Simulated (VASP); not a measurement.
# TiC (Fm-3m) in VASP: further runs, part 2 of 3

VASP 6.6.1.

### 3 Single point, PBE (9.25 Å³/atom)

This run uses another cell than the first one, of 9.25 Å³/atom.

Contents of INCAR:

```
ALGO = Normal
EDIFF = 1E-6
ENCUT = 520
GGA = PE
ISIF = 2
ISMEAR = 0
LASPH = True
LCHARG = False
LREAL = False
LWAVE = False
NBANDS = 15
NELM = 100
PREC = Accurate
SIGMA = 0.1
```

Contents of KPOINTS:

```
k-points
0
Gamma
  16 16 16
```

Contents of POSCAR:

```
TiC
1.0
    0.0000000000      2.0993648911      2.0993648911
    2.0993648911      0.0000000000      2.0993648911
    2.0993648911      2.0993648911      0.0000000000
Ti C
1 1
Direct
    0.0000000000      0.0000000000      0.0000000000
    0.5000000000      0.5000000000      0.5000000000
```

Potentials or basis: VASP PAW PBE potentials, release 64 (Ti_sv, C).

Run with:

```bash
$ cat potpaw_PBE.64/Ti_sv/POTCAR potpaw_PBE.64/C/POTCAR > POTCAR
$ mpirun -np 1 vasp_std > vasp.out
```

OUTCAR:

```text
EDIFF = 1E-6
   ENCUT = 520
   GGA = PE
   ISIF = 2
   ISMEAR = 0
   LASPH = True
   LREAL = False
   NELM = 100
   PREC = Accurate

 ion  position               nearest neighbor table
   1  0.000  0.000  0.000-   2 2.10   2 2.10   2 2.10   2 2.10   2 2.10   2 2.10
   2  0.500  0.500  0.500-   1 2.10   1 2.10   1 2.10   1 2.10   1 2.10   1 2.10

  LATTYP: Found a face centered cubic cell.
 ALAT       =     4.1987297822

  Lattice vectors:

 A1 = (   0.0000000000,   2.0993648911,   2.0993648911)
 A2 = (   2.0993648911,   0.0000000000,   2.0993648911)
 A3 = (   2.0993648911,   2.0993648911,   0.0000000000)

Analysis of symmetry for initial positions (statically):
=====================================================================
 Subroutine PRICEL returns:
 Original cell was already a primitive cell.

 Routine SETGRP: Setting up the symmetry group for a
 face centered cubic supercell.

 Subroutine GETGRP returns: Found 48 space group operations
 (whereof 48 operations were pure point group operations)
 out of a pool of 48 trial point group operations.

The static configuration has the point symmetry O_h .

Analysis of symmetry for dynamics (positions and initial velocities):
=====================================================================
 Subroutine PRICEL returns:
 Original cell was already a primitive cell.

 Routine SETGRP: Setting up the symmetry group for a
 face centered cubic supercell.

 Subroutine GETGRP returns: Found 48 space group operations
 (whereof 48 operations were pure point group operations)
 out of a pool of 48 trial point group operations.

The dynamic configuration has the point symmetry O_h .

 Subroutine INISYM returns: Found 48 space group operations
 (whereof 48 operations are pure point group operations),
 and found     1 'primitive' translations

----------------------------------------------------------------------------------------

                                     Primitive cell

  volume of cell :      18.5052

  direct lattice vectors                    reciprocal lattice vectors
     0.000000000  2.099364891  2.099364891    -0.238167268  0.238167268  0.238167268
     2.099364891  0.000000000  2.099364891     0.238167268 -0.238167268  0.238167268
     2.099364891  2.099364891  0.000000000     0.238167268  0.238167268 -0.238167268

  length of vectors
     2.968950301  2.968950301  2.968950301     0.412517808  0.412517808  0.412517808

  position of ions in fractional coordinates (direct lattice)
     0.000000000  0.000000000  0.000000000
     0.500000000  0.500000000  0.500000000

  ion indices of the primitive-cell ions
   primitive index   ion index
                 1           1
                 2           2

----------------------------------------------------------------------------------------

 KPOINTS: k-points

Automatic generation of k-mesh.
 Grid dimensions read from file:
 generate k-points for:   16   16   16

 Generating k-lattice:

  Cartesian coordinates                     Fractional coordinates (reciprocal lattice)
    -0.014885454  0.014885454  0.014885454     0.062500000  0.000000000  0.000000000
     0.014885454 -0.014885454  0.014885454     0.000000000  0.062500000  0.000000000
     0.014885454  0.014885454 -0.014885454     0.000000000  0.000000000  0.062500000

  Length of vectors
     0.025782363  0.025782363  0.025782363
[... 38 lines left out ...]
   total plane-waves  NPLWV =  13824
   dimension x,y,z NGX =    24 NGY =   24 NGZ =   24
   dimension x,y,z NGXF=    48 NGYF=   48 NGZF=   48
   ions per type =               1   1
   NGX,Y,Z   is equivalent  to a cutoff of  13.44, 13.44, 13.44 a.u.
   NGXF,Y,Z  is equivalent  to a cutoff of  26.88, 26.88, 26.88 a.u.
 SYSTEM =  unknown system
   PREC   = accura    normal or accurate (medium, high low for compatibility)
   ISTART =      0    job   : 0-new  1-cont  2-samecut
   ICHARG =      2    charge: 1-file 2-atom 10-const
   ISPIN  =      1    spin polarized calculation?
   LNONCOLLINEAR =      F non collinear calculations
   LSORBIT =      F    spin-orbit coupling
   LASPH  =      T    aspherical Exc in radial PAW
   ENCUT  =  520.0 eV  38.22 Ry    6.18 a.u.   5.52  5.52  5.52*2*pi/ulx,y,z
   NELM   =    100;   NELMIN=  2; NELMDL= -5     # of ELM steps
   EDIFF  = 0.1E-05   stopping-criterion for ELM
   LREAL  =      F    real-space projection
   EDIFFG = 0.1E-04   stopping-criterion for IOM
   NSW    =      0    number of steps for IOM
   IBRION =     -1    ionic relax: 0-MD 1-quasi-New 2-CG
   NFREE  =      0    steps in history (QN), initial steepest desc. (CG)
   ISIF   =      2    stress and relaxation
   ISYM   =      2    0-nonsym 1-usesym 2-fastsym
   POTIM  = 0.5000    time-step for ionic-motion
   TEBEG  =    0.0;   TEEND  =   0.0 temperature during run
   PSTRESS=    0.0 pullay stress
   NELECT =      16.0000    total number of electrons
   NUPDOWN=      -1.0000    fix difference up-down
   EMIN   =  10.00;   EMAX   =-10.00  energy-range for DOS
   EFERMI =   0.00;   METHOD = LEGACY
   ISMEAR =     0;   SIGMA  =   0.10  broadening in eV -4-tet -1-fermi 0-gaus
   EFERMI_NEDOS =   21; number of points for ismear=-14 and -15
   IALGO  =     38    algorithm
   IMIX   =      4    mixing-type and parameters
     AMIX     =   0.40;   BMIX     =  1.00
     AMIX_MAG =   1.60;   BMIX_MAG =  1.00
  volume/ion in A,a.u.               =       9.25        62.44
  Fermi-wavevector in a.u.,A,eV,Ry     =   1.559613  2.947242 33.094720  2.432393
  Thomas-Fermi vector in A             =   2.662946
   LORBIT       =      0    0 simple, 1 ext, 2 COOP (PROOUT), +10 PAW based schemes
   GGA     = PE    functional components
   LHFCALC =     F    Hartree Fock is set to
   AEXX    =    0.0000 exact exchange contribution
   IVDW    =     0    specifies the selected vdW correction
   LEPSILON=     F    determine dielectric tensor
   LRPA    =     F    only Hartree local field effects (RPA)
 non-spin polarized calculation
 Gauss-broadening in eV      SIGMA  =   0.10
  energy-cutoff  :      520.00
  volume of cell :       18.51
 maximum number of plane-waves:       531
 NGX is ok and might be reduce to    24
   NGX = 11   NGY = 11   NGZ = 11

 number of electron      15.9999997 magnetization

 Free energy of the ion-electron system (eV)
  ---------------------------------------------------
  ext. energy  EPLUGINS =         0.00000000
  ---------------------------------------------------
  free energy    TOTEN  =       -18.55562749 eV

  energy without entropy =      -18.55385554  energy(sigma->0) =      -18.55474152

 E-fermi :  10.5435     XC(G=0): -13.1887

 val. band max:       10.5255774050   @ k =   0.1250   0.0625   0.0000
 cond. band min:      10.6008543537   @ k =   0.5000   0.5000   0.0000
 fundamental gap:      0.0752769487
 Fermi energy:        10.5434589143

 k-point     1 :       0.0000    0.0000    0.0000
  band No.  band energies     occupation
      1     -45.7712      2.00000
      2     -21.7353      2.00000
      3     -21.7353      2.00000
      4     -21.7353      2.00000
      5      -2.2819      2.00000
      6      11.2693      0.00000
      7      11.2693      0.00000
      8      11.2693      0.00000
      9      12.3467      0.00000
     10      12.3467      0.00000
     11      12.3467      0.00000
     12      12.4644      0.00000
     13      12.4644      0.00000
     14      22.4564      0.00000
[... 401 lines left out ...]
      2     -21.8017      2.00000
      3     -21.7534      2.00000
      4     -21.7366      2.00000
      5      -2.0188      2.00000
      6      10.2948      1.99956
      7      10.4760      1.65994
      8      10.4915      1.53711
      9      11.3953      0.00000
     10      12.0640      0.00000
     11      13.0039      0.00000
     12      13.6843      0.00000
     13      14.6171      0.00000
     14      22.8411      0.00000
     15      25.1417      0.00000

 [... further k-points ...]

------------------------ aborting loop because EDIFF is reached ----------------------------------------

  FORCE on cell =-STRESS in cart. coord.  units (eV):
  Direction    XX          YY          ZZ          XY          YZ          ZX
  --------------------------------------------------------------------------------------
  -------------------------------------------------------------------------------------
  Total        3.3123856      3.3123856      3.3123856      0.0000000      0.0000000     -0.0000000
  in kB      286.7858288    286.7858288    286.7858288      0.0000000      0.0000000     -0.0000000
  external PRESSURE =     286.7858288 kB  Pullay stress =       0.0000000 kB

 VOLUME and BASIS-vectors are now :
 -----------------------------------------------------------------------------
  energy-cutoff  :      520.00
  volume of cell :       18.51
      direct lattice vectors                 reciprocal lattice vectors
     0.000000000  2.099364891  2.099364891    -0.238167268  0.238167268  0.238167268
     2.099364891  0.000000000  2.099364891     0.238167268 -0.238167268  0.238167268
     2.099364891  2.099364891  0.000000000     0.238167268  0.238167268 -0.238167268

 POSITION                                       TOTAL-FORCE (eV/Angst)
 -----------------------------------------------------------------------------------
      0.00000      0.00000      0.00000        -0.000000     -0.000000     -0.000000
      2.09936      2.09936      2.09936         0.000000      0.000000      0.000000
 -----------------------------------------------------------------------------------
    total drift:                                0.000000     -0.000000     -0.000000

  FREE ENERGIE OF THE ION-ELECTRON SYSTEM (eV)
  ---------------------------------------------------
  free  energy   TOTEN  =       -18.5556274885 eV

  energy  without entropy=      -18.5538555437  energy(sigma->0) =      -18.55474152
```

OSZICAR:

```text
N       E                     dE             d eps       ncg     rms          rms(c)
DAV:   1     0.117788839895E+03    0.11779E+03   -0.79892E+03  4373   0.130E+03
DAV:   2    -0.168411141382E+02   -0.13463E+03   -0.12643E+03  4637   0.337E+02
DAV:   3    -0.236700714634E+02   -0.68290E+01   -0.67302E+01  5508   0.757E+01
DAV:   4    -0.238994069961E+02   -0.22934E+00   -0.22908E+00  5484   0.125E+01
DAV:   5    -0.239047505734E+02   -0.53436E-02   -0.53428E-02  5573   0.169E+00    0.204E+01
DAV:   6    -0.189550452278E+02    0.49497E+01   -0.10933E+01  6240   0.569E+01    0.650E+00
DAV:   7    -0.185606323708E+02    0.39441E+00   -0.17118E+00  4997   0.187E+01    0.571E+00
DAV:   8    -0.185480672268E+02    0.12565E-01   -0.11391E-01  5169   0.446E+00    0.231E+00
DAV:   9    -0.185581066909E+02   -0.10039E-01   -0.46420E-02  5709   0.201E+00    0.878E-01
DAV:  10    -0.185563469252E+02    0.17598E-02   -0.65375E-03  5448   0.107E+00    0.506E-01
DAV:  11    -0.185556556029E+02    0.69132E-03   -0.16873E-03  4938   0.646E-01    0.462E-02
DAV:  12    -0.185556302491E+02    0.25354E-04   -0.17992E-04  4966   0.183E-01    0.126E-02
DAV:  13    -0.185556277301E+02    0.25190E-05   -0.95582E-06  5436   0.311E-02    0.479E-03
DAV:  14    -0.185556274885E+02    0.24158E-06   -0.66703E-07  3185   0.139E-02
   1 F= -.18555627E+02 E0= -.18554742E+02  d E =-.177194E-02
```

stdout:

```text
POSCAR found type information on POSCAR TiC
 POSCAR found :  2 types and       2 ions
 scaLAPACK will be used
 LDA part: xc-table for (Slater+PW92), standard interpolation
 POSCAR, INCAR and KPOINTS ok, starting setup
 FFT: planning ... GRIDC
 FFT: planning ... GRID_SOFT
 FFT: planning ... GRID
 WAVECAR not read
 entering main loop
```

It took 49 s on 1 thread of Intel Xeon 8259CL, shared host; peak memory 0.17 GiB.

Results:

```yaml
Free_energy: -18.5556 eV
Pressure: 28.7 GPa
Band_gap_on_the_k_mesh: zero (bands 8 and 9 overlap by 1.15 eV)
```

Caveat: the cell stands under pressure.

### 4 Single point, PBE (9.56 Å³/atom)

This run uses another cell than the first one, of 9.56 Å³/atom.

Contents of INCAR:

```
SYSTEM = TiC
PREC = Accurate
ENCUT = 520
EDIFF = 1E-6
ISMEAR = 0
SIGMA = 0.1
LREAL = .FALSE.
LASPH = .TRUE.
NELM = 80
ALGO = Normal
ISIF = 2
LWAVE = .FALSE.
LCHARG = .FALSE.
GGA = PE
NBANDS = 15
```

Contents of KPOINTS:

```
regular mesh
0
G
  16 16 16
  0 0 0
```

Contents of POSCAR:

```
TiC
1.0
    0.0000000000      2.1221858626      2.1221858626
    2.1221858626      0.0000000000      2.1221858626
    2.1221858626      2.1221858626      0.0000000000
Ti C
1 1
Direct
    0.0000000000      0.0000000000      0.0000000000
    0.5000000000      0.5000000000      0.5000000000
```

Run with:

```bash
$ cat potpaw_PBE.64/Ti_sv/POTCAR potpaw_PBE.64/C/POTCAR > POTCAR
$ mpirun -np 1 vasp_std > vasp.out
```

It took 49 s on 1 thread of Intel Xeon 8259CL, shared host; peak memory 0.17 GiB.

The run converged. Its results:

```yaml
Free_energy: -18.6438 eV
Pressure: 17.8 GPa
Band_gap_on_the_k_mesh: zero (bands 8 and 9 overlap by 1.13 eV)
```

Levels at points of the mesh, in eV from the Fermi level:
```tsv
k point	band 5	band 6	band 7	band 8	band 9	band 10	band 11	band 12
(0.00, 0.00, 0.00)	-12.68	0.72	0.72	0.72	1.76	1.76	1.76	1.85
(0.50, 0.00, 0.00)	-8.89	-6.12	-3.09	-3.09	3.17	3.17	4.46	8.57
(0.50, 0.50, 0.00)	-10.36	-3.46	-1.80	0.02	0.02	2.94	3.83	3.83
```

Caveat: the cell stands under pressure.

(Part 2 of 3 ends here.)
